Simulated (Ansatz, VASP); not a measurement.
## Hf: VASP beside Ansatz

Contents of INCAR:

```
SYSTEM = Hf
  PREC = Accurate
  ENCUT = 520
  EDIFF = 1E-8
  ISMEAR = -1
  SIGMA = 0.03
  LREAL = .False.
  LASPH = .True.
  NELM = 60
  ALGO = Normal
  ISIF = 2
  LWAVE = .False.
  LCHARG = .False.
  LEFG = .True.
  NBANDS = 11
```

File KPOINTS:

```
regular mesh
0
Gamma
  13 13 13
  0 0 0
```

File POSCAR:

```
Hf
1.0
    0.0000000000      2.2200000000      2.2644000000
    2.2200000000      0.0000000000      2.2644000000
    2.2200000000      2.2200000000      0.0000000000
Hf
1
Direct
    0.0000000000      0.0000000000      0.0000000000
```

Input for Ansatz:

```yaml
crystal:
  lattice:
    - [0.0, 2.22, 2.2644]
    - [2.22, 0.0, 2.2644]
    - [2.22, 2.22, 0.0]
  atoms:
    - { symbol: Hf, position: [0.0, 0.0, 0.0] }
kpoints:
  mp_grid: { grid: [13, 13, 13] }
scf:
  occupations: { method: fermi_dirac, width: 0.03 }
hamiltonian:
  xc: lda
  pseudopotentials: { kind: paw }
output:
  forces: true
  stress: true
  eigenvalues: true
  efg: { contact_densities: true }
```

Change from the starting cell: zz strain of +2 %, PAW files.

Alike in both runs: task electric field gradients; functional LDA; k mesh 13 × 13 × 13; occupations fermi-dirac, width 0.03 eV; no spin polarisation.

|  | VASP | Ansatz |
| --- | --- | --- |
| version | VASP 6.6.1 | Ansatz 0.2.0 |
| potentials or method | VASP PAW LDA potentials, release 64 (Hf_pv) | PAW with Ansatz's default frozen-core files, scalar-relativistic |
| plane-wave cutoff (eV) | 520 | 420 |
| valence electrons in the cell | 10 | 26 |

```csv
,VASP,Ansatz,Ansatz less VASP
pressure (GPa),-7.4,-7.4,0.00
"traceless stress, the component that is largest in VASP (GPa)",-0.65,-0.68,-0.032
size of Vzz on the site where it differs most (V/Å²),13.8,14.8,+1.03
```

LDA's correlation is that of Perdew and Zunger in VASP and of Perdew and Wang (1992) in Ansatz. VASP's potentials hold 10 valence electrons a cell and Ansatz's 26, so a difference there can come from the potentials and not from the codes.

Spin-orbit coupling is off throughout.
